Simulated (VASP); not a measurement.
# Ti (P6_3/mmc) in VASP: a series of runs, part 2 of 2

VASP 6.6.1. The steps go on from the part before.

## 3. Single point, PBEsol+D3(BJ)

This run uses another cell than the first one, of 17.64 Å³/atom, 1.098 times its volume.

INCAR

```
ALGO = Normal
EDIFF = 1E-6
ENCUT = 520
GGA = PS
ISIF = 2
ISMEAR = -1
IVDW = 12
LASPH = True
LCHARG = True
LELF = True
LREAL = False
LVHAR = True
LWAVE = False
NBANDS = 19
NELM = 100
PREC = Accurate
SIGMA = 0.1
```

KPOINTS

```
k-points
0
Gamma
  10 10 6
```

POSCAR

```
Ti
1.0
    2.9500000000      0.0000000000      0.0000000000
   -1.4750000000      2.5547749412      0.0000000000
    0.0000000000      0.0000000000      4.6800000000
Ti
2
Direct
    0.3333330000      0.6666670000      0.2500000000
    0.6666670000      0.3333330000      0.7500000000
```

Potentials or basis: VASP PAW PBE potentials, release 64 (Ti_sv).

Started as:

```sh
cat potpaw_PBE.64/Ti_sv/POTCAR > POTCAR
mpirun -np 1 vasp_std > vasp.out
```

OUTCAR:

```text
EDIFF = 1E-6
   ENCUT = 520
   GGA = PS
   ISIF = 2
   ISMEAR = -1
   IVDW = 12
   LASPH = True
   LREAL = False
   NELM = 100
   PREC = Accurate
 IVDW          = 12

 ion  position               nearest neighbor table
   1  0.333  0.667  0.250-   2 2.89   2 2.89   2 2.89   2 2.89   2 2.89   2 2.89
   2  0.667  0.333  0.750-   1 2.89   1 2.89   1 2.89   1 2.89   1 2.89   1 2.89

  LATTYP: Found a hexagonal cell.
 ALAT       =     2.9500000000
 C/A-ratio  =     1.5864406780

  Lattice vectors:

 A1 = (   2.9500000000,   0.0000000000,   0.0000000000)
 A2 = (  -1.4750000000,   2.5547749412,   0.0000000000)
 A3 = (   0.0000000000,   0.0000000000,   4.6800000000)

Analysis of symmetry for initial positions (statically):
=====================================================================
 Subroutine PRICEL returns:
 Original cell was already a primitive cell.

 Routine SETGRP: Setting up the symmetry group for a
 hexagonal supercell.

 Subroutine GETGRP returns: Found 24 space group operations
 (whereof 12 operations were pure point group operations)
 out of a pool of 24 trial point group operations.

The static configuration has the point symmetry D_3d.
[... 161 lines left out ...]
  energy without entropy =      -16.59836494  energy(sigma->0) =      -16.63864923

 E-fermi :   8.0253     XC(G=0): -11.5618

 val. band max:        8.0173724355   @ k =   0.2000   0.0000   0.3333
 cond. band min:       8.0284126927   @ k =   0.1000   0.1000   0.1667
 fundamental gap:      0.0110402572
 Fermi energy:         8.0252710154

 k-point     1 :       0.0000    0.0000    0.0000
  band No.  band energies     occupation
      1     -48.5972      2.00000
      2     -48.4668      2.00000
      3     -25.2668      2.00000
      4     -24.6526      2.00000
      5     -24.6526      2.00000
      6     -24.5844      2.00000
[... 505 lines left out ...]
      6     -24.7955      2.00000
[... 11 lines left out ...]
     18      11.4249      0.00000
     19      12.1319      0.00000

 [... further k-points ...]

------------------------ aborting loop because EDIFF is reached ----------------------------------------

 Edisp (eV)   -1.18115

 E8    (eV) :    -0.8265

  FORCE on cell =-STRESS in cart. coord.  units (eV):
  Direction    XX          YY          ZZ          XY          YZ          ZX
  --------------------------------------------------------------------------------------
  -------------------------------------------------------------------------------------
  Total      -2.43713    -2.43713    -2.53059     0.00000    -0.00000     0.00000
  in kB    -110.70552  -110.70552  -114.95080     0.00000    -0.00000     0.00000
  external pressure =     -112.12 kB  Pullay stress =        0.00 kB

 VOLUME and BASIS-vectors are now :
 -----------------------------------------------------------------------------
  energy-cutoff  :      520.00
  volume of cell :       35.27
      direct lattice vectors                 reciprocal lattice vectors
     2.950000000  0.000000000  0.000000000     0.338983051  0.195711956  0.000000000
    -1.475000000  2.554774941  0.000000000     0.000000000  0.391423911  0.000000000
     0.000000000  0.000000000  4.680000000     0.000000000  0.000000000  0.213675214

 POSITION                                       TOTAL-FORCE (eV/Angst)
 -----------------------------------------------------------------------------------
     -0.00000      1.70318      1.17000        -0.000000     -0.000000      0.000000
      1.47500      0.85159      3.51000         0.000000      0.000000      0.000000
 -----------------------------------------------------------------------------------
    total drift:                               -0.002341      0.001351     -0.000677

  FREE ENERGIE OF THE ION-ELECTRON SYSTEM (eV)
  ---------------------------------------------------
  free  energy   TOTEN  =       -17.8600841454 eV

  energy  without entropy=      -17.7795155615  energy(sigma->0) =      -17.81979985
```

OSZICAR:

```text
N       E                     dE             d eps       ncg     rms          rms(c)
DAV:   1     0.263472728912E+03    0.26347E+03   -0.13032E+04  2128   0.157E+03
DAV:   2     0.111955766016E+02   -0.25228E+03   -0.24850E+03  2200   0.442E+02
DAV:   3    -0.178703517982E+02   -0.29066E+02   -0.28758E+02  3996   0.123E+02
DAV:   4    -0.190335467350E+02   -0.11632E+01   -0.11613E+01  2422   0.259E+01
DAV:   5    -0.190887965384E+02   -0.55250E-01   -0.55244E-01  3173   0.399E+00    0.122E+01
DAV:   6    -0.166911405423E+02    0.23977E+01   -0.86457E+00  2469   0.292E+01    0.286E+00
DAV:   7    -0.166644545341E+02    0.26686E-01   -0.76820E-01  3183   0.618E+00    0.206E+00
DAV:   8    -0.166864870992E+02   -0.22033E-01   -0.20387E-01  2369   0.528E+00    0.687E-01
DAV:   9    -0.166784516903E+02    0.80354E-02   -0.47131E-02  2430   0.215E+00    0.726E-02
DAV:  10    -0.166788710169E+02   -0.41933E-03   -0.30554E-03  3118   0.321E-01    0.899E-02
DAV:  11    -0.166789416620E+02   -0.70645E-04   -0.17530E-04  2490   0.850E-02    0.388E-02
DAV:  12    -0.166789334657E+02    0.81963E-05   -0.31129E-05  2545   0.488E-02    0.977E-03
DAV:  13    -0.166789335218E+02   -0.56084E-07   -0.26672E-06  2124   0.146E-02
   1 F= -.17860084E+02 E0= -.17819800E+02  d E =-.805686E-01
```

stdout:

```text
POSCAR found type information on POSCAR Ti
 POSCAR found :  1 types and       2 ions
 scaLAPACK will be used
 -----------------------------------------------------------------------------
|                                                                             |
|                                                                             |
|     You enforced a specific xc type in the INCAR file but a different       |
|     I HOPE YOU KNOW WHAT YOU ARE DOING!                                     |
|                                                                             |
 -----------------------------------------------------------------------------

 LDA part: xc-table for (Slater+PW92), standard interpolation
 POSCAR, INCAR and KPOINTS ok, starting setup
 FFT: planning ... GRIDC
 FFT: planning ... GRID_SOFT
 FFT: planning ... GRID
 WAVECAR not read
 entering main loop
```

Wall time 30 s (1 thread of Intel Xeon Platinum 8375C at 2.90GHz (Ice Lake), shared host); peak memory 0.18 GiB.

Results:

- Free energy: -17.8601 eV
- Pressure: -11.2 GPa
- Band gap on the k mesh: zero (band 12 reaches 8.82 eV, above the bottom of band 13 at 7.82 eV)
- Dispersion energy per atom: -0.591 eV

Levels at points of the mesh, in eV from the Fermi level:
| k point | band 8 | band 9 | band 10 | band 11 | band 12 | band 13 | band 14 | band 15 | band 16 | band 17 |
| --- | --- | --- | --- | --- | --- | --- | --- | --- | --- | --- |
| (0.00, 0.00, 0.00) | -32.58 | -6.15 | -2.63 | 0.75 | 0.79 | 0.79 | 0.90 | 1.28 | 1.28 | 1.63 |
| (0.50, 0.00, 0.00) | -32.65 | -2.31 | -2.09 | -1.79 | -0.60 | 0.50 | 0.63 | 1.18 | 3.32 | 3.54 |
| (0.00, 0.00, 0.50) | -32.63 | -4.32 | -4.32 | 0.11 | 0.11 | 0.70 | 0.70 | 0.70 | 0.70 | 2.78 |
| (0.50, 0.00, 0.50) | -32.73 | -2.49 | -2.49 | -0.77 | -0.77 | 1.32 | 1.32 | 1.73 | 1.73 | 3.46 |

Caveat: three body term missing; the PAW data sets were made with another functional, which shifts forces and pressure a little; pairwise dispersion overbinds metals, which lowers pressure and volume.
